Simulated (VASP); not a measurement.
# Ge (I4/mmm) in VASP: further runs

Ge is run at these levels: HSE06, PBE-based screened hybrid with 25 % exact exchange, PBEsol-based screened hybrid with 25 % exact exchange; tasks: single point.

Everything below comes from runs of VASP 6.6.1. Logs are shortened: lines on timing, memory, paths and dates and some standing lists are left out, and cuts for length are marked.

## Step 1: The cell of the first run

It takes space group I4/mmm (No. 139, tetragonal). Conventional cell: a = 3.173 Å, b = 3.173 Å, c = 3.696 Å, α = 90.00°, β = 90.00°, γ = 90.00°. Ge (site symmetry 4/mmm) has 14 Ge at 2.91 to 3.70 Å within 3.8 Å.

## Step 2: Single point, HSE06

Input file POSCAR:

```
Ge
1.0
   -1.5866819298      1.5866819298      1.8478636534
    1.5866819298     -1.5866819298      1.8478636534
    1.5866819298      1.5866819298     -1.8478636534
Ge
1
Direct
    0.5000000000      0.5000000000      0.0000000000
```

Input file INCAR.step1:

```
ALGO = Normal
EDIFF = 1E-5
ENCUT = 520
GGA = PE
ISIF = 2
ISMEAR = -1
LASPH = T
LCHARG = F
LREAL = F
LWAVE = T
NBANDS = 13
NELM = 80
PREC = Accurate
SIGMA = 0.05
```

Input file INCAR.step2:

```
ALGO = Normal
EDIFF = 1E-7
ENCUT = 520
GGA = PE
HFSCREEN = 0.2079
ISIF = 2
ISMEAR = -1
ISTART = 1
LASPH = T
LCHARG = F
LHFCALC = T
LREAL = F
LWAVE = F
NBANDS = 13
NELM = 80
PREC = Accurate
PRECFOCK = Normal
SIGMA = 0.05
```

Input file KPOINTS:

```
k-points
0
Gamma
  6 6 6
```

Potentials or basis: VASP PAW PBE potentials, release 64 (Ge_d).

Run with:

```console
cat potpaw_PBE.64/Ge_d/POTCAR > POTCAR
cp INCAR.step1 INCAR
mpirun -np 1 vasp_std > vasp.out
cp INCAR.step2 INCAR
mpirun -np 1 vasp_std > vasp.out
```

OUTCAR:

```text
EDIFF = 1E-7
   ENCUT = 520
   GGA = PE
   HFSCREEN = 0.2079
   ISIF = 2
   ISMEAR = -1
   ISTART = 1
   LASPH = T
   LHFCALC = T
   LREAL = F
   NELM = 80
   PREC = Accurate
   PRECFOCK = Normal

 ion  position               nearest neighbor table
   1  0.500  0.500  0.000-

  LATTYP: Found a body centered tetragonal cell.
 ALAT       =     3.1733638596
 C/A-ratio  =     1.1646087465

  Lattice vectors:

 A1 = (  -1.5866819298,   1.5866819298,   1.8478636534)
 A2 = (   1.5866819298,  -1.5866819298,   1.8478636534)
 A3 = (   1.5866819298,   1.5866819298,  -1.8478636534)

Analysis of symmetry for initial positions (statically):
=====================================================================
 Subroutine PRICEL returns:
 Original cell was already a primitive cell.

 Routine SETGRP: Setting up the symmetry group for a
 body centered tetragonal supercell.

 Subroutine GETGRP returns: Found 16 space group operations
 (whereof 16 operations were pure point group operations)
 out of a pool of 16 trial point group operations.

The static configuration has the point symmetry D_4h.

Analysis of symmetry for dynamics (positions and initial velocities):
=====================================================================
 Subroutine PRICEL returns:
 Original cell was already a primitive cell.

 Routine SETGRP: Setting up the symmetry group for a
 body centered tetragonal supercell.

 Subroutine GETGRP returns: Found 16 space group operations
 (whereof 16 operations were pure point group operations)
 out of a pool of 16 trial point group operations.

The dynamic configuration has the point symmetry D_4h.

 Subroutine INISYM returns: Found 16 space group operations
 (whereof 16 operations are pure point group operations),
 and found     1 'primitive' translations

----------------------------------------------------------------------------------------

                                     Primitive cell

  volume of cell :      18.6084

  direct lattice vectors                    reciprocal lattice vectors
    -1.586681930  1.586681930  1.847863653     0.000000000  0.315123019  0.270582734
     1.586681930 -1.586681930  1.847863653     0.315123019  0.000000000  0.270582734
     1.586681930  1.586681930 -1.847863653     0.315123019  0.315123019  0.000000000

  length of vectors
     2.906840067  2.906840067  2.906840067     0.415352300  0.415352300  0.445651247

  position of ions in fractional coordinates (direct lattice)
     0.500000000  0.500000000  0.000000000

  ion indices of the primitive-cell ions
   primitive index   ion index
                 1           1

----------------------------------------------------------------------------------------

 KPOINTS: k-points

Automatic generation of k-mesh.
 Grid dimensions read from file:
 generate k-points for:    6    6    6

 Generating k-lattice:

  Cartesian coordinates                     Fractional coordinates (reciprocal lattice)
     0.000000000  0.052520503  0.045097122     0.166666667  0.000000000  0.000000000
     0.052520503  0.000000000  0.045097122     0.000000000  0.166666667  0.000000000
     0.052520503  0.052520503  0.000000000     0.000000000  0.000000000  0.166666667

  Length of vectors
     0.069225383  0.069225383  0.074275208

  Shift w.r.t. Gamma in fractional coordinates (k-lattice)
     0.000000000  0.000000000  0.000000000

 Subroutine IBZKPT returns following result:
 ===========================================

 Found     30 irreducible k-points:

 Following reciprocal coordinates:
            Coordinates               Weight
  0.000000  0.000000  0.000000      1.000000
  0.166667 -0.000000  0.000000      8.000000
  0.333333  0.000000 -0.000000      8.000000
  0.500000 -0.000000  0.000000      4.000000
  0.166667  0.166667  0.000000      8.000000
  0.333333  0.166667  0.000000     16.000000
[... 16 lines left out ...]
 -0.333333 -0.333333  0.166667      8.000000
 -0.166667 -0.333333  0.166667      8.000000
 [... further k-points ...]
   k-points           NKPTS =     30   k-points in BZ     NKDIM =    216   number of bands    NBANDS=     13
   number of dos      NEDOS =    301   number of ions     NIONS =      1
   total plane-waves  NPLWV =  13824
   dimension x,y,z NGX =    24 NGY =   24 NGZ =   24
   dimension x,y,z NGXF=    48 NGYF=   48 NGZF=   48
   ions per type =               1
   NGX,Y,Z   is equivalent  to a cutoff of  13.73, 13.73, 13.73 a.u.
   NGXF,Y,Z  is equivalent  to a cutoff of  27.45, 27.45, 27.45 a.u.
 SYSTEM =  unknown system
   PREC   = accura    normal or accurate (medium, high low for compatibility)
   ISTART =      1    job   : 0-new  1-cont  2-samecut
   ICHARG =      0    charge: 1-file 2-atom 10-const
   ISPIN  =      1    spin polarized calculation?
   LNONCOLLINEAR =      F non collinear calculations
   LSORBIT =      F    spin-orbit coupling
   LASPH  =      T    aspherical Exc in radial PAW
   ENCUT  =  520.0 eV  38.22 Ry    6.18 a.u.   5.40  5.40  5.40*2*pi/ulx,y,z
   NELM   =     80;   NELMIN=  2; NELMDL=  0     # of ELM steps
   EDIFF  = 0.1E-06   stopping-criterion for ELM
   LREAL  =      F    real-space projection
   EDIFFG = 0.1E-05   stopping-criterion for IOM
   NSW    =      0    number of steps for IOM
   IBRION =     -1    ionic relax: 0-MD 1-quasi-New 2-CG
   NFREE  =      0    steps in history (QN), initial steepest desc. (CG)
   ISIF   =      2    stress and relaxation
   ISYM   =      3    0-nonsym 1-usesym 2-fastsym
   POTIM  = 0.5000    time-step for ionic-motion
   TEBEG  =    0.0;   TEEND  =   0.0 temperature during run
   PSTRESS=    0.0 pullay stress
   NELECT =      14.0000    total number of electrons
   NUPDOWN=      -1.0000    fix difference up-down
   EMIN   =  10.00;   EMAX   =-10.00  energy-range for DOS
   EFERMI =   0.00;   METHOD = LEGACY
   ISMEAR =    -1;   SIGMA  =   0.05  broadening in eV -4-tet -1-fermi 0-gaus
   EFERMI_NEDOS =   21; number of points for ismear=-14 and -15
   IALGO  =     38    algorithm
   IMIX   =      1    mixing-type and parameters
     AMIX     =   0.40;   BMIX     =  1.00
     AMIX_MAG =   1.60;   BMIX_MAG =  1.00
  volume/ion in A,a.u.               =      18.61       125.58
  Fermi-wavevector in a.u.,A,eV,Ry     =   1.488953  2.813713 30.163853  2.216981
  Thomas-Fermi vector in A             =   2.601923
   LORBIT       =      0    0 simple, 1 ext, 2 COOP (PROOUT), +10 PAW based schemes
   GGA     = PE    functional components
   LHFCALC =     T    Hartree Fock is set to
   PRECFOCK=normal    Normal, Fast or Accurate (Low or Medium for compatibility)
   ENCUT4O =  -1.0   cutoff for four orbital integrals eV
   NKREDX  =     1    reduce k-point grid by
   NKREDY  =     1    reduce k-point grid by
   NKREDZ  =     1    reduce k-point grid by
   AEXX    =    0.2500 exact exchange contribution
   HFSCREEN=    0.2079 screening length (either q_TF or 0.3 A-1)
   HFSCREENC=   0.2079 screening length for correlation (either q_TF or 0.3 A-1)
   ENCUTFOCK=  -1.0 apply spherical cutoff to Coloumb kernel
   IVDW    =     0    specifies the selected vdW correction
   LEPSILON=     F    determine dielectric tensor
   LRPA    =     F    only Hartree local field effects (RPA)
 non-spin polarized calculation
  energy-cutoff  :      520.00
  volume of cell :       18.61
 maximum number of plane-waves:       515
 NGX is ok and might be reduce to    24
  NGX = 18; NGY = 18; NGZ = 18

 number of electron      13.9999994 magnetization

 Free energy of the ion-electron system (eV)
  ---------------------------------------------------
  ext. energy  EPLUGINS =         0.00000000
  ---------------------------------------------------
  free energy    TOTEN  =        -4.82498143 eV

  energy without entropy =       -4.82212600  energy(sigma->0) =       -4.82355372

 E-fermi :   7.0007     XC(G=0):  -9.3369

 val. band max:        6.8910010333   @ k =  -0.1667  -0.3333   0.1667
 cond. band min:       7.0156146437   @ k =   0.3333   0.3333   0.1667
 fundamental gap:      0.1246136104
 Fermi energy:         7.0006889262

 k-point     1 :       0.0000    0.0000    0.0000
  band No.  band energies     occupation
      1     -21.2868      2.00000
      2     -21.2868      2.00000
      3     -21.2608      2.00000
      4     -21.2244      2.00000
      5     -21.1872      2.00000
      6      -8.0118      2.00000
      7      16.9414      0.00000
      8      17.3050      0.00000
      9      17.3050      0.00000
     10      21.9905      0.00000
     11      21.9905      0.00000
     12      23.4016      0.00000
     13      23.5181      0.00000

 k-point     2 :       0.1667   -0.0000    0.0000
  band No.  band energies     occupation
      1     -21.2821      2.00000
      2     -21.2774      2.00000
      3     -21.2422      2.00000
      4     -21.2257      2.00000
      5     -21.1928      2.00000
      6      -7.2196      2.00000
      7      12.0296      0.00000
      8      15.5769      0.00000
      9      16.5959      0.00000
     10      20.5184      0.00000
     11      21.4520      0.00000
     12      23.1942      0.00000
     13      24.3169      0.00000

 k-point     3 :       0.3333    0.0000   -0.0000
  band No.  band energies     occupation
      1     -21.2930      2.00000
      2     -21.2719      2.00000
      3     -21.2259      2.00000
      4     -21.1950      2.00000
      5     -21.1840      2.00000
      6      -4.8505      2.00000
      7       5.2474      2.00000
      8      13.6563      0.00000
      9      15.7610      0.00000
     10      19.0255      0.00000
     11      19.2938      0.00000
     12      22.7749      0.00000
     13      27.1752      0.00000
[... 305 lines left out ...]
 k-point    23 :      -0.3333   -0.3333    0.1667
  band No.  band energies     occupation
      1     -21.2714      2.00000
      2     -21.2535      2.00000
      3     -21.2416      2.00000
      4     -21.1865      2.00000
      5     -21.1722      2.00000
      6      -1.7960      2.00000
      7       5.1976      2.00000
      8       6.3548      2.00000
      9      13.5578      0.00000
     10      18.0066      0.00000
     11      18.1263      0.00000
     12      21.9255      0.00000
     13      30.5564      0.00000

 k-point    24 :      -0.1667   -0.3333    0.1667
  band No.  band energies     occupation
      1     -21.2675      2.00000
      2     -21.2581      2.00000
      3     -21.2269      2.00000
      4     -21.2202      2.00000
      5     -21.1851      2.00000
      6      -4.5315      2.00000
      7       6.8910      1.79938
      8      11.2830      0.00000
      9      13.2249      0.00000
     10      18.0272      0.00000
     11      21.3229      0.00000
     12      23.3771      0.00000
     13      24.8443      0.00000

 [... further k-points ...]

------------------------ aborting loop because EDIFF is reached ----------------------------------------

  FORCE on cell =-STRESS in cart. coord.  units (eV):
  Direction    XX          YY          ZZ          XY          YZ          ZX
  --------------------------------------------------------------------------------------
  -------------------------------------------------------------------------------------
  Total        0.5996407      0.5996407     -0.6743557      0.0000000      0.0000000      0.0000000
  in kB       51.6287956     51.6287956    -58.0617258      0.0000000      0.0000000      0.0000000
  external PRESSURE =      15.0652885 kB  Pullay stress =       0.0000000 kB

 VOLUME and BASIS-vectors are now :
 -----------------------------------------------------------------------------
  energy-cutoff  :      520.00
  volume of cell :       18.61
      direct lattice vectors                 reciprocal lattice vectors
    -1.586681930  1.586681930  1.847863653     0.000000000  0.315123019  0.270582734
     1.586681930 -1.586681930  1.847863653     0.315123019  0.000000000  0.270582734
     1.586681930  1.586681930 -1.847863653     0.315123019  0.315123019  0.000000000

 POSITION                                       TOTAL-FORCE (eV/Angst)
 -----------------------------------------------------------------------------------
      0.00000      0.00000      1.84786         0.000000      0.000000      0.000000
 -----------------------------------------------------------------------------------
    total drift:                               -0.000000     -0.000000      0.000000

  FREE ENERGIE OF THE ION-ELECTRON SYSTEM (eV)
  ---------------------------------------------------
  free  energy   TOTEN  =        -4.8249814320 eV

  energy  without entropy=       -4.8221260037  energy(sigma->0) =       -4.82355372
```

It took 49 min on 1 thread of Intel Xeon Platinum 8375C at 2.90GHz (Ice Lake), shared host; peak memory 0.24 GiB.

What came out:

```yaml
Free_energy: -4.8250 eV
Pressure: 1.5 GPa
Band_gap_on_the_k_mesh: zero (bands 7 and 8 overlap by 13.29 eV)
```

Caveat: the k points lie up to 0.43 Å⁻¹ apart, too coarse for converged energies and pressures of a metal; the PAW data sets were made with another functional, which shifts forces and pressure a little.

[end of part 1 of 3]

The gap in the log of VASP goes by the Fermi energy; the results here count the filled bands.